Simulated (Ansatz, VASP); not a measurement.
## B: VASP beside Ansatz

Contents of INCAR:

```
PREC = Accurate ; ENCUT = 520
EDIFF = 1E-7 ; ISMEAR = -1
SIGMA = 0.05 ; LREAL = False
LASPH = True ; NELM = 100
ALGO = Normal ; ISIF = 2
LWAVE = False ; LCHARG = True
LELF = True ; LVHAR = True
NBANDS = 10
```

Contents of KPOINTS:

```
Automatic mesh
0
Gamma
  16 16 9
```

Contents of POSCAR:

```
B
1.0
    2.1003865828      0.0000000000      0.0000000000
   -1.0501932914      1.8189881384      0.0000000000
    0.0000000000      0.0000000000      3.4026262641
B
2
Direct
    0.2133333333      0.6066666667      0.1600000000
    0.7866666667      0.3933333333      0.8400000000
```

Input for Ansatz:

```yaml
crystal:
  lattice:
    - [2.1003865828, 0.0, 0.0]
    - [-1.0501932914, 1.8189881384, 0.0]
    - [0.0, 0.0, 3.4026262641]
  atoms:
    - { symbol: B, position: [0.2133333333, 0.6066666667, 0.16] }
    - { symbol: B, position: [0.7866666667, 0.3933333333, 0.84] }
kpoints:
  mp_grid: { grid: [16, 16, 9] }
scf:
  occupations: { method: fermi_dirac, width: 0.05 }
hamiltonian:
  xc: lda
  pseudopotentials: { kind: paw, source: ansatz }
output:
  forces: true
  stress: true
  eigenvalues: true
  write_density: true
  write_potential: true
  elf: true
  volumetric_format: npy
```

Change from the starting cell: shortest bond scaled by 0.64, PAW files, source ansatz.

Alike in both runs: task single point; functional LDA; k mesh 16 × 16 × 9; occupations fermi-dirac, width 0.05 eV; no spin polarisation.

|  | VASP | Ansatz |
| --- | --- | --- |
| version | VASP 6.6.1 | Ansatz 0.2.0 |
| potentials or method | VASP PAW LDA potentials, release 64 (B) | PAW with other files of Ansatz's library (source ansatz), scalar-relativistic |
| plane-wave cutoff (eV) | 520 | 710 |
| valence electrons in the cell | 6 | 6 |

|  | VASP | Ansatz | Ansatz less VASP |
| --- | --- | --- | --- |
| pressure (GPa) | 61.0 | 60.5 | -0.53 |
| traceless stress, the component that is largest in VASP (GPa) | 87.98 | 87.89 | -0.094 |
| rms of the force components (eV/Å) | 6.930 | 6.901 | -0.0289 |

LDA's correlation is that of Perdew and Zunger in VASP and of Perdew and Wang (1992) in Ansatz. Atom by atom the forces differ by 0.030 eV/Å (rms over components). Both programs put the cell under a high pressure, so it lies far from rest at this level.

Noted on VASP's run: the cell as given lies far from equilibrium.
